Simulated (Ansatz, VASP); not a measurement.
AlN in VASP and in Ansatz

```
Al N
1.0
     3.14492    0.00000    0.00000
    -1.57246    2.72358    0.00000
     0.00000    0.00000    4.95125
Al N
2 2
Direct
  0.33333 0.66667 0.99852
  0.66667 0.33333 0.49852
  0.33333 0.66667 0.38348
  0.66667 0.33333 0.88348
```

Change from the starting cell: strained cell.

Alike in both runs: task relaxation of the atoms; functional PBEsol; k mesh 9 × 9 × 4; occupations gaussian, width 0.02 eV; no spin polarisation.

```csv
,VASP,Ansatz
version,VASP 6.6.1,Ansatz 0.2.0
potentials or method,"VASP PAW PBE potentials, release 64 (Al, N), cutoff 520 eV","scalar-relativistic, plane waves, PAW"
valence electrons in the cell,16,16
```

VASP gave:

```
gap on the k mesh at the Fermi level, each at its own relaxed structure (eV) : 3.91
```

Estimate Ansatz's values.

gap on the k mesh at the Fermi level, each at its own relaxed structure (eV): 3.89.

VASP's potentials were made for PBE, not for PBEsol. Ansatz's warnings: stress scf threshold loose.
